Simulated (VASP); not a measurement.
# Rb (Im-3m) in VASP: further runs

The runs below take Rb through single point, relaxation of cell and atoms, with PBE.

Program: VASP 6.6.1. These are calculated values, not measurements. Logs are shortened: lines on timing, memory, paths and dates and some standing lists are left out, and cuts for length are marked.

## 1. The cell of the first run

Symmetry: Im-3m, No. 229, cubic system. The conventional cell has a = 5.609 Å, b = 5.609 Å, c = 5.609 Å, α = 90.00°, β = 90.00°, γ = 90.00°.

## 2. Single point, PBE (88.23 Å³/atom)

The input, INCAR:

```
PREC = Accurate ; ENCUT = 520
EDIFF = 1E-6 ; ISMEAR = 0
SIGMA = 0.1 ; LREAL = False
LASPH = True ; NELM = 60
ALGO = Normal ; ISIF = 2
LWAVE = False ; LCHARG = False
GGA = PE ; NBANDS = 10
```

The input, KPOINTS:

```
regular mesh
0
Gamma
  16 16 16
```

The input, POSCAR:

```
Rb
1.0
   -2.8044400145      2.8044400145      2.8044400145
    2.8044400145     -2.8044400145      2.8044400145
    2.8044400145      2.8044400145     -2.8044400145
Rb
1
Direct
    0.0000000000      0.0000000000      0.0000000000
```

Potentials or basis: VASP PAW PBE potentials, release 64 (Rb_sv).

Launch:

```console
$ cat potpaw_PBE.64/Rb_sv/POTCAR > POTCAR
$ mpirun -np 1 vasp_std > vasp.out
```

OUTCAR:

```text
PREC = Accurate
   ENCUT = 520
   EDIFF = 1E-6
   ISMEAR = 0
   LREAL = False
   LASPH = True
   NELM = 60
   ISIF = 2
   GGA = PE

 ion  position               nearest neighbor table
   1  0.000  0.000  0.000-

  LATTYP: Found a body centered cubic cell.
 ALAT       =     5.6088800290

  Lattice vectors:

 A1 = (  -2.8044400145,   2.8044400145,   2.8044400145)
 A2 = (   2.8044400145,  -2.8044400145,   2.8044400145)
 A3 = (   2.8044400145,   2.8044400145,  -2.8044400145)

Analysis of symmetry for initial positions (statically):
=====================================================================
 Subroutine PRICEL returns:
 Original cell was already a primitive cell.

 Routine SETGRP: Setting up the symmetry group for a
 body centered cubic supercell.

 Subroutine GETGRP returns: Found 48 space group operations
 (whereof 48 operations were pure point group operations)
 out of a pool of 48 trial point group operations.

The static configuration has the point symmetry O_h .

Analysis of symmetry for dynamics (positions and initial velocities):
=====================================================================
 Subroutine PRICEL returns:
 Original cell was already a primitive cell.

 Routine SETGRP: Setting up the symmetry group for a
 body centered cubic supercell.

 Subroutine GETGRP returns: Found 48 space group operations
 (whereof 48 operations were pure point group operations)
 out of a pool of 48 trial point group operations.

The dynamic configuration has the point symmetry O_h .

 Subroutine INISYM returns: Found 48 space group operations
 (whereof 48 operations are pure point group operations),
 and found     1 'primitive' translations

----------------------------------------------------------------------------------------

                                     Primitive cell

  volume of cell :      88.2264

  direct lattice vectors                    reciprocal lattice vectors
    -2.804440014  2.804440014  2.804440014     0.000000000  0.178288713  0.178288713
     2.804440014 -2.804440014  2.804440014     0.178288713  0.000000000  0.178288713
     2.804440014  2.804440014 -2.804440014     0.178288713  0.178288713  0.000000000

  length of vectors
     4.857432592  4.857432592  4.857432592     0.252138316  0.252138316  0.252138316

  position of ions in fractional coordinates (direct lattice)
     0.000000000  0.000000000  0.000000000

  ion indices of the primitive-cell ions
   primitive index   ion index
                 1           1

----------------------------------------------------------------------------------------

 KPOINTS: regular mesh

Automatic generation of k-mesh.
 Grid dimensions read from file:
 generate k-points for:   16   16   16

 Generating k-lattice:

  Cartesian coordinates                     Fractional coordinates (reciprocal lattice)
     0.000000000  0.011143045  0.011143045     0.062500000  0.000000000  0.000000000
     0.011143045  0.000000000  0.011143045     0.000000000  0.062500000  0.000000000
     0.011143045  0.011143045  0.000000000     0.000000000  0.000000000  0.062500000

  Length of vectors
     0.015758645  0.015758645  0.015758645

  Shift w.r.t. Gamma in fractional coordinates (k-lattice)
     0.000000000  0.000000000  0.000000000

 Subroutine IBZKPT returns following result:
 ===========================================

 Found    145 irreducible k-points:

 Following reciprocal coordinates:
            Coordinates               Weight
  0.000000  0.000000  0.000000      1.000000
  0.062500  0.000000  0.000000     12.000000
  0.125000  0.000000  0.000000     12.000000
  0.187500  0.000000  0.000000     12.000000
  0.250000  0.000000  0.000000     12.000000
  0.312500  0.000000  0.000000     12.000000
[... 16 lines left out ...]
  0.187500  0.187500  0.000000     24.000000
  0.250000  0.187500  0.000000     48.000000
 [... further k-points ...]
   k-points           NKPTS =    145   k-points in BZ     NKDIM =    145   number of bands    NBANDS=     10
   number of dos      NEDOS =    301   number of ions     NIONS =      1
   total plane-waves  NPLWV =  46656
   dimension x,y,z NGX =    36 NGY =   36 NGZ =   36
   dimension x,y,z NGXF=    72 NGYF=   72 NGZF=   72
   ions per type =               1
   NGX,Y,Z   is equivalent  to a cutoff of  12.32, 12.32, 12.32 a.u.
   NGXF,Y,Z  is equivalent  to a cutoff of  24.64, 24.64, 24.64 a.u.
 SYSTEM =  unknown system
   PREC   = accura    normal or accurate (medium, high low for compatibility)
   ISTART =      0    job   : 0-new  1-cont  2-samecut
   ICHARG =      2    charge: 1-file 2-atom 10-const
   ISPIN  =      1    spin polarized calculation?
   LNONCOLLINEAR =      F non collinear calculations
   LSORBIT =      F    spin-orbit coupling
   LASPH  =      T    aspherical Exc in radial PAW
   ENCUT  =  520.0 eV  38.22 Ry    6.18 a.u.   9.03  9.03  9.03*2*pi/ulx,y,z
   NELM   =     60;   NELMIN=  2; NELMDL= -5     # of ELM steps
   EDIFF  = 0.1E-05   stopping-criterion for ELM
   LREAL  =      F    real-space projection
   EDIFFG = 0.1E-04   stopping-criterion for IOM
   NSW    =      0    number of steps for IOM
   IBRION =     -1    ionic relax: 0-MD 1-quasi-New 2-CG
   NFREE  =      0    steps in history (QN), initial steepest desc. (CG)
   ISIF   =      2    stress and relaxation
   ISYM   =      2    0-nonsym 1-usesym 2-fastsym
   POTIM  = 0.5000    time-step for ionic-motion
   TEBEG  =    0.0;   TEEND  =   0.0 temperature during run
   PSTRESS=    0.0 pullay stress
   NELECT =       9.0000    total number of electrons
   NUPDOWN=      -1.0000    fix difference up-down
   EMIN   =  10.00;   EMAX   =-10.00  energy-range for DOS
   EFERMI =   0.00;   METHOD = LEGACY
   ISMEAR =     0;   SIGMA  =   0.10  broadening in eV -4-tet -1-fermi 0-gaus
   EFERMI_NEDOS =   21; number of points for ismear=-14 and -15
   IALGO  =     38    algorithm
   IMIX   =      4    mixing-type and parameters
     AMIX     =   0.40;   BMIX     =  1.00
     AMIX_MAG =   1.60;   BMIX_MAG =  1.00
  volume/ion in A,a.u.               =      88.23       595.38
  Fermi-wavevector in a.u.,A,eV,Ry     =   0.764932  1.445512  7.961055  0.585121
  Thomas-Fermi vector in A             =   1.864942
   LORBIT       =      0    0 simple, 1 ext, 2 COOP (PROOUT), +10 PAW based schemes
   GGA     = PE    functional components
   LHFCALC =     F    Hartree Fock is set to
   AEXX    =    0.0000 exact exchange contribution
   IVDW    =     0    specifies the selected vdW correction
   LEPSILON=     F    determine dielectric tensor
   LRPA    =     F    only Hartree local field effects (RPA)
 non-spin polarized calculation
 Gauss-broadening in eV      SIGMA  =   0.10
  energy-cutoff  :      520.00
  volume of cell :       88.23
 maximum number of plane-waves:      2418
   NGX = 19   NGY = 19   NGZ = 19

 number of electron       9.0000000 magnetization

 Free energy of the ion-electron system (eV)
  ---------------------------------------------------
  ext. energy  EPLUGINS =         0.00000000
  ---------------------------------------------------
  free energy    TOTEN  =        -0.93766688 eV

  energy without entropy =       -0.93319312  energy(sigma->0) =       -0.93543000

 E-fermi :   0.0850     XC(G=0):  -5.5415

 val. band max:        0.0841080727   @ k =  -0.3750   0.4375   0.1250
 cond. band min:       0.0898825175   @ k =   0.3125   0.1875   0.0000
 fundamental gap:      0.0057744448
 Fermi energy:         0.0850476149

 k-point     1 :       0.0000    0.0000    0.0000
  band No.  band energies     occupation
      1     -28.8048      2.00000
      2     -12.8438      2.00000
      3     -12.8438      2.00000
      4     -12.8438      2.00000
      5      -1.9310      2.00000
      6       3.7901      0.00000
      7       3.7901      0.00000
      8       3.7901      0.00000
      9       4.7446      0.00000
     10       4.7446      0.00000

 k-point     2 :       0.0625    0.0000    0.0000
  band No.  band energies     occupation
      1     -28.8046      2.00000
      2     -12.8480      2.00000
      3     -12.8452      2.00000
      4     -12.8438      2.00000
      5      -1.8834      2.00000
      6       3.7207      0.00000
      7       3.7237      0.00000
      8       3.8343      0.00000
      9       4.6219      0.00000
     10       4.7249      0.00000

 k-point     3 :       0.1250    0.0000    0.0000
  band No.  band energies     occupation
      1     -28.8041      2.00000
      2     -12.8598      2.00000
      3     -12.8490      2.00000
      4     -12.8438      2.00000
      5      -1.7422      2.00000
      6       3.4670      0.00000
      7       3.5457      0.00000
      8       3.9661      0.00000
      9       4.4852      0.00000
     10       4.6829      0.00000

 k-point     4 :       0.1875    0.0000    0.0000
  band No.  band energies     occupation
      1     -28.8033      2.00000
      2     -12.8773      2.00000
      3     -12.8548      2.00000
      4     -12.8438      2.00000
      5      -1.5129      2.00000
      6       3.0411      0.00000
      7       3.3270      0.00000
      8       4.1832      0.00000
      9       4.4932      0.00000
     10       4.6532      0.00000
[... 222 lines left out ...]
 k-point    22 :       0.4375    0.1250    0.0000
  band No.  band energies     occupation
      1     -28.7998      2.00000
      2     -12.9448      2.00000
      3     -12.8840      2.00000
      4     -12.8495      2.00000
      5       0.4657      0.00000
      6       0.9227      0.00000
      7       2.4694      0.00000
      8       4.1475      0.00000
      9       5.3156      0.00000
     10       5.4227      0.00000

 k-point    23 :       0.1875    0.1875    0.0000
  band No.  band energies     occupation
      1     -28.8012      2.00000
      2     -12.9161      2.00000
      3     -12.8692      2.00000
      4     -12.8513      2.00000
      5      -0.7396      2.00000
      6       2.2323      0.00000
      7       2.6269      0.00000
      8       4.3874      0.00000
      9       4.6241      0.00000
     10       5.2097      0.00000

 k-point    24 :       0.2500    0.1875    0.0000
  band No.  band energies     occupation
      1     -28.8005      2.00000
      2     -12.9269      2.00000
      3     -12.8781      2.00000
      4     -12.8526      2.00000
      5      -0.3455      2.00000
      6       1.8898      0.00000
      7       2.4155      0.00000
      8       4.4056      0.00000
      9       4.6446      0.00000
     10       5.3341      0.00000

 [... further k-points ...]

------------------------ aborting loop because EDIFF is reached ----------------------------------------

  FORCE on cell =-STRESS in cart. coord.  units (eV):
  Direction    XX          YY          ZZ          XY          YZ          ZX
  --------------------------------------------------------------------------------------
  -------------------------------------------------------------------------------------
  Total        0.0519235      0.0519235      0.0519235     -0.0000000     -0.0000000      0.0000000
  in kB        0.9429227      0.9429227      0.9429227     -0.0000000     -0.0000000      0.0000000
  external PRESSURE =       0.9429227 kB  Pullay stress =       0.0000000 kB

 VOLUME and BASIS-vectors are now :
 -----------------------------------------------------------------------------
  energy-cutoff  :      520.00
  volume of cell :       88.23
      direct lattice vectors                 reciprocal lattice vectors
    -2.804440014  2.804440014  2.804440014     0.000000000  0.178288713  0.178288713
     2.804440014 -2.804440014  2.804440014     0.178288713  0.000000000  0.178288713
     2.804440014  2.804440014 -2.804440014     0.178288713  0.178288713  0.000000000

 POSITION                                       TOTAL-FORCE (eV/Angst)
 -----------------------------------------------------------------------------------
      0.00000      0.00000      0.00000         0.000000     -0.000000     -0.000000
 -----------------------------------------------------------------------------------
    total drift:                               -0.000000      0.000000      0.000000

  FREE ENERGIE OF THE ION-ELECTRON SYSTEM (eV)
  ---------------------------------------------------
  free  energy   TOTEN  =        -0.9376668817 eV

  energy  without entropy=       -0.9331931247  energy(sigma->0) =       -0.93543000
```

Run time: 89 s. Hardware: 1 thread of Intel Xeon 8259CL, shared host; peak memory 0.28 GiB.

Results:

* Free energy: -0.9377 eV
* Pressure: 0.1 GPa
* Band gap on the k mesh: zero (an odd number of electrons rules out a gap without spin polarisation)

## 3. Single point, PBE

This run uses another cell than the first one, of 90.96 Å³/atom.

The input, INCAR:

```
  PREC = Accurate
  ENCUT = 520
  EDIFF = 1E-6
  ISMEAR = 0
  SIGMA = 0.1
  LREAL = F
  LASPH = T
  NELM = 80
  ALGO = Normal
  ISIF = 2
  LWAVE = F
  LCHARG = T
  GGA = PE
  LELF = T
  LVHAR = T
  NBANDS = 10
```

KPOINTS is that of step 2.

The input, POSCAR:

```
Rb
1.0
   -2.8330587260      2.8330587260      2.8330587260
    2.8330587260     -2.8330587260      2.8330587260
    2.8330587260      2.8330587260     -2.8330587260
Rb
1
Direct
    0.0000000000      0.0000000000      0.0000000000
```

Potentials or basis: VASP PAW PBE potentials, release 64 (Rb_sv).

Launch:

```console
$ cat potpaw_PBE.64/Rb_sv/POTCAR > POTCAR
$ mpirun -np 1 vasp_std > vasp.out
```

Wall time 96 s (1 thread of Intel Xeon 8259CL, shared host); peak memory 0.28 GiB.

Results (log left out):

- Free energy: -0.9385 eV
- Pressure: 0.0 GPa
- Band gap on the k mesh: zero (an odd number of electrons rules out a gap without spin polarisation)

Levels at points of the mesh, in eV from the Fermi level:
```csv
k point,band 2,band 3,band 4,band 5,band 6,band 7
"(0.00, 0.00, 0.00)",-12.95,-12.95,-12.95,-1.98,3.68,3.68
"(0.50, 0.00, 0.00)",-13.04,-12.98,-12.95,0.24,0.78,2.58
"(0.50, 0.50, 0.50)",-13.02,-13.02,-13.02,1.26,1.26,3.25
```

## 4. Relaxation of cell and atoms, PBE

This run uses another cell than the first one, of 88.04 Å³/atom.

The input, INCAR:

```
  PREC = Accurate
  ENCUT = 600
  EDIFF = 1E-6
  ISMEAR = 0
  SIGMA = 0.1
  LREAL = F
  LASPH = T
  NELM = 100
  ALGO = Fast
  ISIF = 3
  LWAVE = F
  LCHARG = F
  GGA = PE
  IBRION = 2
  NSW = 100
  EDIFFG = -0.002
```

The input, KPOINTS:

```
Automatic mesh
0
Gamma
  16 16 16
```

The input, POSCAR:

```
Rb
1.0
   -2.8025000000      2.8025000000      2.8025000000
    2.8025000000     -2.8025000000      2.8025000000
    2.8025000000      2.8025000000     -2.8025000000
Rb
1
Direct
    0.0000000000      0.0000000000      0.0000000000
```

Launch:

```console
$ cat potpaw_PBE.64/Rb_sv/POTCAR > POTCAR
$ mpirun -np 1 vasp_std > vasp.out
```

Run time: 8.7 min. Hardware: 1 thread of Intel Xeon 8259CL, shared host; peak memory 0.33 GiB.

It converged, with:

| Item | Value |
| --- | --- |
| Free energy | -0.9384 eV |
| Relaxed volume | 90.98 Å³/atom |
| Relaxed cell | a = 4.907 Å, b = 4.907 Å, c = 4.907 Å, α = 109.47°, β = 109.47°, γ = 109.47° |
| Space group after relaxing (to 0.1 Å) | Im-3m (No. 229) |
| Energy gained by relaxing | 0.9 meV/atom |
| Ionic steps | 5 |
| Pressure after relaxing | 0.0 GPa |
| Band gap on the k mesh | zero (an odd number of electrons rules out a gap without spin polarisation) |

Step by step:
```csv
step,energy change (eV),largest force (eV/Å),pressure (GPa),volume (Å³)
1,0.0000,0.0000,0.10,88.04
2,-0.0004,0.0000,0.16,88.71
3,-0.0009,0.0000,0.02,90.73
4,-0.0009,0.0000,0.00,91.04
5,-0.0009,0.0000,0.00,90.98
```

Final structure:
```
Rb
1.0
    -2.83329    2.83329    2.83329
     2.83329   -2.83329    2.83329
     2.83329    2.83329   -2.83329
Rb
1
Direct
  0.00000 0.00000 0.00000
```

Levels at points of the mesh, in eV from the Fermi level:
```
           k point  band 1  band 2  band 3  band 4  band 5  band 6  band 7  band 8
(0.00, 0.00, 0.00)  -28.90  -12.95  -12.95  -12.95   -1.97    3.68    3.68    3.68
(0.50, 0.00, 0.00)  -28.90  -13.04  -12.98  -12.95    0.24    0.78    2.58    4.25
(0.50, 0.50, 0.50)  -28.90  -13.02  -13.02  -13.02    1.26    1.26    3.25    3.25
```

PBE usually gives volumes a little too large and moduli too small. Zero-point motion and thermal expansion aren't in these numbers.

## 5. Summary

| task | cell | cutoff (eV) | gap on the mesh (eV) | pressure (GPa) |
| --- | --- | --- | --- | --- |
| single point | a = 4.857 Å, angles 109.5°, 1 atom | 520 | none | 0.1 |
| single point | a = 4.907 Å, angles 109.5°, 1 atom | 520 | none | 0.0 |
| relaxation of cell and atoms | relaxed from a = 4.854 Å, angles 109.5°, 1 atom | 600 | none | 0.0 |

Alike in all rows: level PBE; potentials or basis VASP PAW PBE potentials, release 64 (Rb_sv); no spin polarisation; k mesh 16 × 16 × 16; smearing gaussian 0.1 eV.

Absolute energies hang on the potentials; compare differences alone.
